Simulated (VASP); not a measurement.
# MgS (I4/mmm) in VASP: a series of runs

Runs on MgS. Level: PBE. Tasks: single point.

Everything below comes from runs of VASP 6.6.1. Logs are shortened: lines on timing, memory, paths and dates and some standing lists are left out, and cuts for length are marked.

### Step 1. The cell of the first run

It takes space group I4/mmm (No. 139, tetragonal). The conventional cell has a = 3.569 Å, b = 3.569 Å, c = 5.203 Å, α = 90.00°, β = 90.00°, γ = 90.00°. Mg (site symmetry 4/mmm) has 6 S at 2.52 to 2.60 Å within 3.3 Å. Within 3.3 Å of S (site symmetry 4/mmm) lie 6 Mg at 2.52 to 2.60 Å.

### Step 2. Single point, PBE (equal xx and yy strain of -3 %)

File INCAR:

```
SYSTEM = MgS
ALGO = Normal
EDIFF = 1E-7
ENCUT = 520
GGA = PE
ISIF = 2
ISMEAR = -1
LASPH = .TRUE.
LCHARG = .TRUE.
LELF = .TRUE.
LREAL = .FALSE.
LVHAR = .TRUE.
LWAVE = .FALSE.
NBANDS = 11
NELM = 60
PREC = Accurate
SIGMA = 0.01
```

File KPOINTS:

```
k-points
0
G
  8 8 8
  0 0 0
```

File POSCAR:

```
MgS
1.0
    0.0000000000      2.5236005000      2.6016500000
    2.5236005000      0.0000000000      2.6016500000
    2.5236005000      2.5236005000      0.0000000000
Mg S
1 1
Direct
    0.0000000000      0.0000000000      0.0000000000
    0.5000000000      0.5000000000      0.5000000000
```

Potentials or basis: VASP PAW PBE potentials, release 64 (Mg, S).

Launch:

```sh
$ cat potpaw_PBE.64/Mg/POTCAR potpaw_PBE.64/S/POTCAR > POTCAR
$ mpirun -np 1 vasp_std > vasp.out
```

OUTCAR:

```text
SYSTEM = MgS
   EDIFF = 1E-7
   ENCUT = 520
   GGA = PE
   ISIF = 2
   ISMEAR = -1
   LASPH = .TRUE.
   LREAL = .FALSE.
   NELM = 60
   PREC = Accurate

 ion  position               nearest neighbor table
   1  0.000  0.000  0.000-   2 2.52   2 2.52   2 2.52   2 2.52   2 2.60   2 2.60
   2  0.500  0.500  0.500-   1 2.52   1 2.52   1 2.52   1 2.52   1 2.60   1 2.60

  LATTYP: Found a body centered tetragonal cell.
 ALAT       =     3.5689100531
 C/A-ratio  =     1.4579521262

  Lattice vectors:

 A1 = (  -2.5236005000,   0.0000000000,   2.6016500000)
 A2 = (   2.5236005000,   0.0000000000,   2.6016500000)
 A3 = (   0.0000000000,   2.5236005000,  -2.6016500000)

Analysis of symmetry for initial positions (statically):
=====================================================================
 Subroutine PRICEL returns:
 Original cell was already a primitive cell.

 Routine SETGRP: Setting up the symmetry group for a
 body centered tetragonal supercell.

 Subroutine GETGRP returns: Found 16 space group operations
 (whereof 16 operations were pure point group operations)
 out of a pool of 16 trial point group operations.

The static configuration has the point symmetry D_4h.

Analysis of symmetry for dynamics (positions and initial velocities):
=====================================================================
 Subroutine PRICEL returns:
 Original cell was already a primitive cell.

 Routine SETGRP: Setting up the symmetry group for a
 body centered tetragonal supercell.

 Subroutine GETGRP returns: Found 16 space group operations
 (whereof 16 operations were pure point group operations)
 out of a pool of 16 trial point group operations.

The dynamic configuration has the point symmetry D_4h.

 Subroutine INISYM returns: Found 16 space group operations
 (whereof 16 operations are pure point group operations),
 and found     1 'primitive' translations

----------------------------------------------------------------------------------------

                                     Primitive cell

  volume of cell :      33.1375

  direct lattice vectors                    reciprocal lattice vectors
     0.000000000  2.523600500  2.601650000    -0.198129617  0.198129617  0.192185728
     2.523600500  0.000000000  2.601650000     0.198129617 -0.198129617  0.192185728
     2.523600500  2.523600500  0.000000000     0.198129617  0.198129617 -0.192185728

  length of vectors
     3.624519583  3.624519583  3.568910053     0.339773519  0.339773519  0.339773519

  position of ions in fractional coordinates (direct lattice)
     0.000000000  0.000000000  0.000000000
     0.500000000  0.500000000  0.500000000

  ion indices of the primitive-cell ions
   primitive index   ion index
                 1           1
                 2           2

----------------------------------------------------------------------------------------

 KPOINTS: k-points

Automatic generation of k-mesh.
 Grid dimensions read from file:
 generate k-points for:    8    8    8

 Generating k-lattice:

  Cartesian coordinates                     Fractional coordinates (reciprocal lattice)
    -0.024766202  0.024766202  0.024023216     0.125000000  0.000000000  0.000000000
     0.024766202 -0.024766202  0.024023216     0.000000000  0.125000000  0.000000000
     0.024766202  0.024766202 -0.024023216    -0.000000000 -0.000000000  0.125000000

  Length of vectors
     0.042471690  0.042471690  0.042471690

  Shift w.r.t. Gamma in fractional coordinates (k-lattice)
     0.000000000  0.000000000  0.000000000

 Subroutine IBZKPT returns following result:
 ===========================================

 Found     59 irreducible k-points:

 Following reciprocal coordinates:
            Coordinates               Weight
  0.000000  0.000000  0.000000      1.000000
  0.125000  0.000000  0.000000      8.000000
  0.250000  0.000000  0.000000      8.000000
  0.375000  0.000000  0.000000      8.000000
  0.500000  0.000000  0.000000      4.000000
  0.125000  0.125000  0.000000      2.000000
[... 16 lines left out ...]
  0.250000  0.000000  0.125000     16.000000
  0.375000  0.000000  0.125000     16.000000
 [... further k-points ...]
   k-points           NKPTS =     59   k-points in BZ     NKDIM =     59   number of bands    NBANDS=     11
   number of dos      NEDOS =    301   number of ions     NIONS =      2
   total plane-waves  NPLWV =  21952
   dimension x,y,z NGX =    28 NGY =   28 NGZ =   28
   dimension x,y,z NGXF=    56 NGYF=   56 NGZF=   56
   ions per type =               1   1
   NGX,Y,Z   is equivalent  to a cutoff of  12.84, 12.84, 13.04 a.u.
   NGXF,Y,Z  is equivalent  to a cutoff of  25.69, 25.69, 26.09 a.u.
 SYSTEM =  MgS
   PREC   = accura    normal or accurate (medium, high low for compatibility)
   ISTART =      0    job   : 0-new  1-cont  2-samecut
   ICHARG =      2    charge: 1-file 2-atom 10-const
   ISPIN  =      1    spin polarized calculation?
   LNONCOLLINEAR =      F non collinear calculations
   LSORBIT =      F    spin-orbit coupling
   LASPH  =      T    aspherical Exc in radial PAW
   ENCUT  =  520.0 eV  38.22 Ry    6.18 a.u.   6.74  6.74  6.64*2*pi/ulx,y,z
   NELM   =     60;   NELMIN=  2; NELMDL= -5     # of ELM steps
   EDIFF  = 0.1E-06   stopping-criterion for ELM
   LREAL  =      F    real-space projection
   EDIFFG = 0.1E-05   stopping-criterion for IOM
   NSW    =      0    number of steps for IOM
   IBRION =     -1    ionic relax: 0-MD 1-quasi-New 2-CG
   NFREE  =      0    steps in history (QN), initial steepest desc. (CG)
   ISIF   =      2    stress and relaxation
   ISYM   =      2    0-nonsym 1-usesym 2-fastsym
   POTIM  = 0.5000    time-step for ionic-motion
   TEBEG  =    0.0;   TEEND  =   0.0 temperature during run
   PSTRESS=    0.0 pullay stress
   NELECT =       8.0000    total number of electrons
   NUPDOWN=      -1.0000    fix difference up-down
   EMIN   =  10.00;   EMAX   =-10.00  energy-range for DOS
   EFERMI =   0.00;   METHOD = LEGACY
   ISMEAR =    -1;   SIGMA  =   0.01  broadening in eV -4-tet -1-fermi 0-gaus
   EFERMI_NEDOS =   21; number of points for ismear=-14 and -15
   IALGO  =     38    algorithm
   IMIX   =      4    mixing-type and parameters
     AMIX     =   0.40;   BMIX     =  1.00
     AMIX_MAG =   1.60;   BMIX_MAG =  1.00
  volume/ion in A,a.u.               =      16.57       111.81
  Fermi-wavevector in a.u.,A,eV,Ry     =   1.019369  1.926328 14.137996  1.039113
  Thomas-Fermi vector in A             =   2.152879
   LORBIT       =      0    0 simple, 1 ext, 2 COOP (PROOUT), +10 PAW based schemes
   GGA     = PE    functional components
[... 5 lines left out ...]
 non-spin polarized calculation
  energy-cutoff  :      520.00
  volume of cell :       33.14
 maximum number of plane-waves:       909
   NGX = 13   NGY = 13   NGZ = 13

 number of electron       8.0000000 magnetization

 Free energy of the ion-electron system (eV)
  ---------------------------------------------------
  ext. energy  EPLUGINS =         0.00000000
  ---------------------------------------------------
  free energy    TOTEN  =        -8.44786604 eV

  energy without entropy =       -8.44786604  energy(sigma->0) =       -8.44786604

 E-fermi :   4.5480     XC(G=0):  -9.9409

 val. band max:        4.3659948919   @ k =   0.0000   0.0000   0.0000
 cond. band min:       7.1405090191   @ k =   0.5000   0.0000   0.5000
 fundamental gap:      2.7745141272
 Fermi energy:         4.5479687794

 k-point     1 :       0.0000    0.0000    0.0000
  band No.  band energies     occupation
      1      -8.7445      2.00000
      2       4.2438      2.00000
      3       4.2438      2.00000
      4       4.3660      2.00000
      5       8.4947      0.00000
      6      11.9805      0.00000
      7      12.3104      0.00000
      8      12.3104      0.00000
      9      14.4769      0.00000
     10      14.9166      0.00000
     11      16.9719      0.00000

 k-point     2 :       0.1250    0.0000    0.0000
  band No.  band energies     occupation
      1      -8.5783      2.00000
      2       3.1922      2.00000
      3       4.1458      2.00000
      4       4.1972      2.00000
      5       9.2606      0.00000
      6      11.9270      0.00000
      7      12.3570      0.00000
      8      12.6013      0.00000
      9      13.9453      0.00000
     10      14.2759      0.00000
     11      17.4021      0.00000

 k-point     3 :       0.2500    0.0000    0.0000
  band No.  band energies     occupation
      1      -8.1253      2.00000
      2       1.3221      2.00000
      3       3.9108      2.00000
      4       3.9322      2.00000
      5       9.4578      0.00000
      6      11.9833      0.00000
      7      12.3597      0.00000
      8      12.9520      0.00000
      9      14.6700      0.00000
     10      14.7108      0.00000
     11      16.6200      0.00000

 k-point     4 :       0.3750    0.0000    0.0000
  band No.  band energies     occupation
      1      -7.5625      2.00000
      2      -0.2404      2.00000
      3       3.6635      2.00000
      4       3.7443      2.00000
      5       9.0672      0.00000
      6      11.3529      0.00000
      7      11.6918      0.00000
      8      14.7116      0.00000
      9      16.1723      0.00000
     10      16.6738      0.00000
     11      16.8042      0.00000
[... 239 lines left out ...]
 k-point    22 :       0.1250    0.0000    0.1250
  band No.  band energies     occupation
      1      -8.5182      2.00000
      2       3.2163      2.00000
      3       3.8491      2.00000
      4       4.0123      2.00000
      5       9.6302      0.00000
      6      11.2576      0.00000
      7      12.8016      0.00000
      8      12.9723      0.00000
      9      13.0992      0.00000
     10      14.8677      0.00000
     11      18.0430      0.00000

 k-point    23 :       0.2500    0.0000    0.1250
  band No.  band energies     occupation
      1      -8.1572      2.00000
      2       1.8213      2.00000
      3       3.5767      2.00000
      4       3.7046      2.00000
      5      10.0699      0.00000
      6      11.1729      0.00000
      7      11.9671      0.00000
      8      13.0883      0.00000
      9      14.2591      0.00000
     10      15.4279      0.00000
     11      18.0373      0.00000

 k-point    24 :       0.3750    0.0000    0.1250
  band No.  band energies     occupation
      1      -7.6218      2.00000
      2       0.2754      2.00000
      3       3.3015      2.00000
      4       3.3909      2.00000
      5       9.6570      0.00000
      6      11.1419      0.00000
      7      12.3752      0.00000
      8      12.8125      0.00000
      9      16.1069      0.00000
     10      17.3556      0.00000
     11      17.6533      0.00000

 [... further k-points ...]
[... 5 lines left out ...]
  --------------------------------------------------------------------------------------
  -------------------------------------------------------------------------------------
  Total        1.6236806      1.6236806      0.7438603      0.0000000      0.0000000      0.0000000
  in kB       78.5038790     78.5038790     35.9651533      0.0000000      0.0000000      0.0000000
  external PRESSURE =      64.3243037 kB  Pullay stress =       0.0000000 kB

 VOLUME and BASIS-vectors are now :
 -----------------------------------------------------------------------------
  energy-cutoff  :      520.00
  volume of cell :       33.14
      direct lattice vectors                 reciprocal lattice vectors
     0.000000000  2.523600500  2.601650000    -0.198129617  0.198129617  0.192185728
     2.523600500  0.000000000  2.601650000     0.198129617 -0.198129617  0.192185728
     2.523600500  2.523600500  0.000000000     0.198129617  0.198129617 -0.192185728

 POSITION                                       TOTAL-FORCE (eV/Angst)
 -----------------------------------------------------------------------------------
      0.00000      0.00000      0.00000         0.000000     -0.000000      0.000000
      2.52360      2.52360      2.60165        -0.000000      0.000000      0.000000
 -----------------------------------------------------------------------------------
    total drift:                                0.000000      0.000000      0.000000

  FREE ENERGIE OF THE ION-ELECTRON SYSTEM (eV)
  ---------------------------------------------------
  free  energy   TOTEN  =        -8.4478660404 eV

  energy  without entropy=       -8.4478660404  energy(sigma->0) =       -8.44786604
```

Wall time 9.7 s (1 thread of Intel Xeon 6975P-C (Granite Rapids), shared host); peak memory 0.17 GiB.

What came out:

```
Free energy            : -8.4479 eV
Pressure               : 6.4 GPa
Band gap on the k mesh : 2.77 eV, indirect (least direct gap 4.13 eV)
```

Caveat: the cell differs from its parent crystal (equal xx and yy strain of -3 %). A k mesh can miss the band edges.

(Part 1 of 2 ends here.)
